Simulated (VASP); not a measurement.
**ClH: single point with PBE**

ClH, in a box:

```
CELL_PARAMETERS angstrom
5.86501 0.00000 0.00000
-2.93251 5.07925 0.00000
0.00000 0.00000 22.78876
ATOMIC_POSITIONS crystal
Cl 0.10680 0.23809 0.71208
H 0.19081 0.39136 0.66647
```

```
Program             : VASP 6.6.1
Task                : single point
Functional          : PBE
Potentials or basis : VASP PAW PBE potentials, release 64 (Cl, H)
Cutoff              : 520 eV
k mesh              : 4 × 4 × 1
Occupations         : gaussian, width 0.1 eV
Spin                : no spin polarisation
```

```
Largest force                   : 0.442 eV/Å
Gap between the frontier levels : 6.19 eV, direct
```

Forces on the atoms (eV/Å):
```
Cl   0.013  0.241 -0.370
H   -0.013 -0.241  0.370
```

Levels at points of the mesh, in eV from the valence-band top:
```tsv
k point	band 2	band 3	band 4	band 5	band 6	band 7
(0.00, 0.00, 0.00)	-3.72	-0.02	0.00	6.19	7.54	7.93
(0.50, 0.00, 0.00)	-3.72	-0.06	-0.02	6.84	8.31	8.85
(0.00, 0.50, 0.00)	-3.72	-0.06	-0.02	6.88	8.27	8.64
(0.50, 0.50, 0.00)	-3.72	-0.06	-0.02	6.82	8.31	8.87
```

It took 120 s on 1 thread of Intel(R) Xeon(R) 6975P-C (Granite Rapids), on a shared host, peak memory 0.8 GiB.
